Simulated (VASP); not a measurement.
# MnHg (P4/mmm) in VASP: further runs

MnHg is run at these levels: PBE; tasks: single point.

Program: VASP 6.6.1. These are calculated values, not measurements. Logs are shortened: lines on timing, memory, paths and dates and some standing lists are left out, and cuts for length are marked.

## (1) The cell of the first run

The structure is tetragonal, space group P4/mmm (No. 123). Conventional cell: a = 3.255 Å, b = 3.255 Å, c = 3.313 Å, α = 90.00°, β = 90.00°, γ = 90.00°. Hg (site symmetry 4/mmm) has 8 Mn at 2.84 Å and 6 Hg at 3.26 to 3.31 Å within 3.7 Å. Within 3.7 Å of Mn (site symmetry 4/mmm) lie 8 Hg at 2.84 Å and 6 Mn at 3.26 to 3.31 Å.

## (2) Single point, PBE, collinear spin, ferromagnetic start

The input, INCAR:

```
PREC     = Accurate       # precision mode
ENCUT    = 520            # plane-wave cutoff, eV
EDIFF    = 1E-6           # SCF threshold, eV
ISMEAR   = -1             # smearing method
SIGMA    = 0.05           # smearing width, eV
LREAL    = F              # projectors in reciprocal space
LASPH    = T              # aspherical terms in the spheres
NELM     = 150            # most SCF steps
ALGO     = Normal         # electronic algorithm
ISIF     = 2              # what is computed and relaxed
LWAVE    = F              # write WAVECAR
LCHARG   = T              # write CHGCAR
ISPIN    = 2              # spin polarisation
MAGMOM   = 0 4            # initial moments
LORBIT   = 11             # projections on sites
LMAXMIX  = 4              # l up to which the mixer works
GGA      = PE             # functional
LELF     = T              # ELF
LVHAR    = T            
NBANDS   = 24             # bands
```

The input, KPOINTS:

```
Automatic mesh
0
Gamma
  7 7 7
```

The input, POSCAR:

```
MnHg
1.0
    3.2551200000      0.0000000000      0.0000000000
    0.0000000000      3.2551200000      0.0000000000
    0.0000000000      0.0000000000      3.3130000000
Hg Mn
1 1
Direct
    0.0000000000      0.0000000000      0.0000000000
    0.5000000000      0.5000000000      0.5000000000
```

Potentials or basis: VASP PAW PBE potentials, release 64 (Hg, Mn_pv).

On the command line:

```bash
> cat potpaw_PBE.64/Hg/POTCAR potpaw_PBE.64/Mn_pv/POTCAR > POTCAR
> mpirun -np 1 vasp_std > vasp.out
```

OUTCAR:

```text
PREC = Accurate
   ENCUT = 520
   EDIFF = 1E-6
   ISMEAR = -1
   LREAL = F
   LASPH = T
   NELM = 150
   ISIF = 2
   ISPIN = 2
   LORBIT = 11
   GGA = PE

 ion  position               nearest neighbor table
   1  0.000  0.000  0.000-   2 2.84   2 2.84   2 2.84   2 2.84   2 2.84   2 2.84   2 2.84   2 2.84

   2  0.500  0.500  0.500-   1 2.84   1 2.84   1 2.84   1 2.84   1 2.84   1 2.84   1 2.84   1 2.84

  LATTYP: Found a simple tetragonal cell.
 ALAT       =     3.2551200000
 C/A-ratio  =     1.0177812185

  Lattice vectors:

 A1 = (   3.2551200000,   0.0000000000,   0.0000000000)
 A2 = (   0.0000000000,   3.2551200000,   0.0000000000)
 A3 = (   0.0000000000,   0.0000000000,   3.3130000000)

Analysis of symmetry for initial positions (statically):
=====================================================================
 Subroutine PRICEL returns:
 Original cell was already a primitive cell.

 Routine SETGRP: Setting up the symmetry group for a
 simple tetragonal supercell.

 Subroutine GETGRP returns: Found 16 space group operations
 (whereof 16 operations were pure point group operations)
 out of a pool of 16 trial point group operations.

The static configuration has the point symmetry D_4h.

Analysis of symmetry for dynamics (positions and initial velocities):
=====================================================================
 Subroutine PRICEL returns:
 Original cell was already a primitive cell.

 Routine SETGRP: Setting up the symmetry group for a
 simple tetragonal supercell.

 Subroutine GETGRP returns: Found 16 space group operations
 (whereof 16 operations were pure point group operations)
 out of a pool of 16 trial point group operations.

The dynamic configuration has the point symmetry D_4h.

Analysis of structural, dynamic, and magnetic symmetry:
=====================================================================
 Subroutine PRICEL returns:
 Original cell was already a primitive cell.

 Routine SETGRP: Setting up the symmetry group for a
 simple tetragonal supercell.

 Subroutine GETGRP returns: Found 16 space group operations
 (whereof 16 operations were pure point group operations)
 out of a pool of 16 trial point group operations.

The overall configuration has the point symmetry D_4h.

 Subroutine INISYM returns: Found 16 space group operations
 (whereof 16 operations are pure point group operations),
 and found     1 'primitive' translations

----------------------------------------------------------------------------------------

                                     Primitive cell

  volume of cell :      35.1039

  direct lattice vectors                    reciprocal lattice vectors
     3.255120000  0.000000000  0.000000000     0.307208336  0.000000000  0.000000000
     0.000000000  3.255120000  0.000000000     0.000000000  0.307208336  0.000000000
     0.000000000  0.000000000  3.313000000     0.000000000  0.000000000  0.301841232

  length of vectors
     3.255120000  3.255120000  3.313000000     0.307208336  0.307208336  0.301841232

  position of ions in fractional coordinates (direct lattice)
     0.000000000  0.000000000  0.000000000
     0.500000000  0.500000000  0.500000000

  ion indices of the primitive-cell ions
   primitive index   ion index
                 1           1
                 2           2

----------------------------------------------------------------------------------------

 KPOINTS: Automatic mesh

Automatic generation of k-mesh.
 Grid dimensions read from file:
 generate k-points for:    7    7    7

 Generating k-lattice:

  Cartesian coordinates                     Fractional coordinates (reciprocal lattice)
     0.043886905  0.000000000  0.000000000     0.142857143  0.000000000  0.000000000
     0.000000000  0.043886905  0.000000000     0.000000000  0.142857143  0.000000000
     0.000000000  0.000000000  0.043120176     0.000000000  0.000000000  0.142857143

  Length of vectors
     0.043886905  0.043886905  0.043120176

  Shift w.r.t. Gamma in fractional coordinates (k-lattice)
     0.000000000  0.000000000  0.000000000

 Subroutine IBZKPT returns following result:
 ===========================================

 Found     40 irreducible k-points:

 Following reciprocal coordinates:
            Coordinates               Weight
  0.000000  0.000000  0.000000      1.000000
  0.142857  0.000000  0.000000      4.000000
  0.285714  0.000000  0.000000      4.000000
  0.428571  0.000000  0.000000      4.000000
  0.142857  0.142857  0.000000      4.000000
  0.285714  0.142857  0.000000      8.000000
[... 16 lines left out ...]
  0.285714  0.000000  0.285714      8.000000
  0.428571  0.000000  0.285714      8.000000
 [... further k-points ...]
   k-points           NKPTS =     40   k-points in BZ     NKDIM =     40   number of bands    NBANDS=     24
   number of dos      NEDOS =    301   number of ions     NIONS =      2
   total plane-waves  NPLWV =  16128
   dimension x,y,z NGX =    24 NGY =   24 NGZ =   28
   dimension x,y,z NGXF=    48 NGYF=   48 NGZF=   56
   ions per type =               1   1
   NGX,Y,Z   is equivalent  to a cutoff of  12.26, 12.26, 14.05 a.u.
   NGXF,Y,Z  is equivalent  to a cutoff of  24.51, 24.51, 28.10 a.u.
 SYSTEM =  unknown system
   PREC   = accura    normal or accurate (medium, high low for compatibility)
   ISTART =      0    job   : 0-new  1-cont  2-samecut
   ICHARG =      2    charge: 1-file 2-atom 10-const
   ISPIN  =      2    spin polarized calculation?
   LNONCOLLINEAR =      F non collinear calculations
   LSORBIT =      F    spin-orbit coupling
   LASPH  =      T    aspherical Exc in radial PAW
   ENCUT  =  520.0 eV  38.22 Ry    6.18 a.u.   6.05  6.05  6.16*2*pi/ulx,y,z
   NELM   =    150;   NELMIN=  2; NELMDL= -5     # of ELM steps
   EDIFF  = 0.1E-05   stopping-criterion for ELM
   LREAL  =      F    real-space projection
   EDIFFG = 0.1E-04   stopping-criterion for IOM
   NSW    =      0    number of steps for IOM
   IBRION =     -1    ionic relax: 0-MD 1-quasi-New 2-CG
   NFREE  =      0    steps in history (QN), initial steepest desc. (CG)
   ISIF   =      2    stress and relaxation
   ISYM   =      2    0-nonsym 1-usesym 2-fastsym
   POTIM  = 0.5000    time-step for ionic-motion
   TEBEG  =    0.0;   TEEND  =   0.0 temperature during run
   PSTRESS=    0.0 pullay stress
   NELECT =      25.0000    total number of electrons
   NUPDOWN=      -1.0000    fix difference up-down
   EMIN   =  10.00;   EMAX   =-10.00  energy-range for DOS
   EFERMI =   0.00;   METHOD = LEGACY
   ISMEAR =    -1;   SIGMA  =   0.05  broadening in eV -4-tet -1-fermi 0-gaus
   EFERMI_NEDOS =   21; number of points for ismear=-14 and -15
   IALGO  =     38    algorithm
   IMIX   =      4    mixing-type and parameters
     AMIX     =   0.40;   BMIX     =  1.00
     AMIX_MAG =   1.60;   BMIX_MAG =  1.00
  volume/ion in A,a.u.               =      17.55       118.45
  Fermi-wavevector in a.u.,A,eV,Ry     =   1.461963  2.762709 29.080215  2.137336
  Thomas-Fermi vector in A             =   2.578232
   LORBIT       =     11    0 simple, 1 ext, 2 COOP (PROOUT), +10 PAW based schemes
   GGA     = PE    functional components
   LHFCALC =     F    Hartree Fock is set to
   AEXX    =    0.0000 exact exchange contribution
   IVDW    =     0    specifies the selected vdW correction
   LEPSILON=     F    determine dielectric tensor
   LRPA    =     F    only Hartree local field effects (RPA)
 spin polarized calculation
  energy-cutoff  :      520.00
  volume of cell :       35.10
 maximum number of plane-waves:       956
   NGX = 13   NGY = 13   NGZ = 13

 number of electron      25.0000018 magnetization       3.8876455

 Free energy of the ion-electron system (eV)
  ---------------------------------------------------
  ext. energy  EPLUGINS =         0.00000000
  ---------------------------------------------------
  free energy    TOTEN  =        -8.49010283 eV

  energy without entropy =       -8.48148878  energy(sigma->0) =       -8.48579580

 E-fermi :   5.8513     XC(G=0): -11.8849

 val. band max:        5.8181295554   @ k =   0.4286   0.0000   0.0000
 cond. band min:       5.9224588568   @ k =   0.0000   0.0000   0.2857
 fundamental gap:      0.1043293014
 Fermi energy:         5.8512842159

 spin component 1

 k-point     1 :       0.0000    0.0000    0.0000
  band No.  band energies     occupation
      1     -44.2801      1.00000
      2     -44.2629      1.00000
      3     -44.2629      1.00000
      4      -4.0381      1.00000
      5      -2.5736      1.00000
      6      -2.5502      1.00000
[... 16 lines left out ...]
     23      23.2201      0.00000
     24      27.1195      0.00000
[... 598 lines left out ...]
      2     -44.2815      1.00000
      3     -44.2608      1.00000
      4      -2.4633      1.00000
      5      -2.3514      1.00000
      6      -1.7316      1.00000
[... 16 lines left out ...]
     23      24.4245      0.00000
     24      25.1617      0.00000

 [... further k-points ...]

 spin component 2

 k-point     1 :       0.0000    0.0000    0.0000
  band No.  band energies     occupation
      1     -40.2562      1.00000
      2     -40.2462      1.00000
      3     -40.2462      1.00000
      4      -3.8132      1.00000
      5      -2.5497      1.00000
      6      -2.5198      1.00000
[... 16 lines left out ...]
     23      23.2604      0.00000
     24      28.0764      0.00000
[... 598 lines left out ...]
      2     -40.2666      1.00000
      3     -40.2435      1.00000
      4      -2.3751      1.00000
      5      -2.3071      1.00000
      6      -1.6586      1.00000
[... 16 lines left out ...]
     23      24.9664      0.00000
     24      25.3538      0.00000

 [... further k-points ...]

------------------------ aborting loop because EDIFF is reached ----------------------------------------

  FORCE on cell =-STRESS in cart. coord.  units (eV):
  Direction    XX          YY          ZZ          XY          YZ          ZX
  --------------------------------------------------------------------------------------
  -------------------------------------------------------------------------------------
  Total        1.0442803      1.0442803      0.8944460      0.0000000      0.0000000      0.0000000
  in kB       47.6619940     47.6619940     40.8234089      0.0000000      0.0000000      0.0000000
  external PRESSURE =      45.3824657 kB  Pullay stress =       0.0000000 kB

 VOLUME and BASIS-vectors are now :
 -----------------------------------------------------------------------------
  energy-cutoff  :      520.00
  volume of cell :       35.10
      direct lattice vectors                 reciprocal lattice vectors
     3.255120000  0.000000000  0.000000000     0.307208336  0.000000000  0.000000000
     0.000000000  3.255120000  0.000000000     0.000000000  0.307208336  0.000000000
     0.000000000  0.000000000  3.313000000     0.000000000  0.000000000  0.301841232

 POSITION                                       TOTAL-FORCE (eV/Angst)
 -----------------------------------------------------------------------------------
      0.00000      0.00000      0.00000         0.000000      0.000000      0.000000
      1.62756      1.62756      1.65650         0.000000      0.000000      0.000000
 -----------------------------------------------------------------------------------
    total drift:                                0.000000      0.000000     -0.000000

  FREE ENERGIE OF THE ION-ELECTRON SYSTEM (eV)
  ---------------------------------------------------
  free  energy   TOTEN  =        -8.4901028300 eV

  energy  without entropy=       -8.4814887784  energy(sigma->0) =       -8.48579580

 total charge

# of ion       s       p       d       tot
------------------------------------------
    1        0.819   0.551   9.256  10.626
    2        0.254   6.189   4.990  11.432
--------------------------------------------------
tot          1.073   6.740  14.246  22.059

 magnetization (x)

# of ion       s       p       d       tot
------------------------------------------
    1       -0.045  -0.061   0.053  -0.054
    2        0.025   0.018   3.756   3.798
--------------------------------------------------
tot         -0.021  -0.043   3.808   3.745
```

Wall time 20 s (1 thread of Intel Xeon 6975P-C (Granite Rapids), shared host); peak memory 0.19 GiB.

What came out:

* Free energy: -8.4901 eV
* Pressure: 4.5 GPa
* Net moment: 3.89 μB per cell
* Site moments: Hg -0.05; Mn +3.80 μB
* Valence electrons inside the program's atomic spheres: Hg 10.63; Mn 11.43

Levels at points of the mesh, in eV from the Fermi level:
Spin up:
| k point | band 11 | band 12 | band 13 | band 14 | band 15 | band 16 | band 17 | band 18 |
| --- | --- | --- | --- | --- | --- | --- | --- | --- |
| (0.00, 0.00, 0.00) | -2.91 | -1.99 | -1.99 | -1.99 | 4.70 | 5.21 | 5.21 | 9.07 |
Spin down:
```csv
k point,band 8,band 9,band 10,band 11,band 12,band 13,band 14,band 15
"(0.00, 0.00, 0.00)",-7.12,-7.08,0.31,0.36,1.50,1.50,1.53,5.06
```

Caveat: the cell stands under pressure; spin-orbit coupling is left out, which moves the levels of the heavy elements.

[end of part 1 of 2]
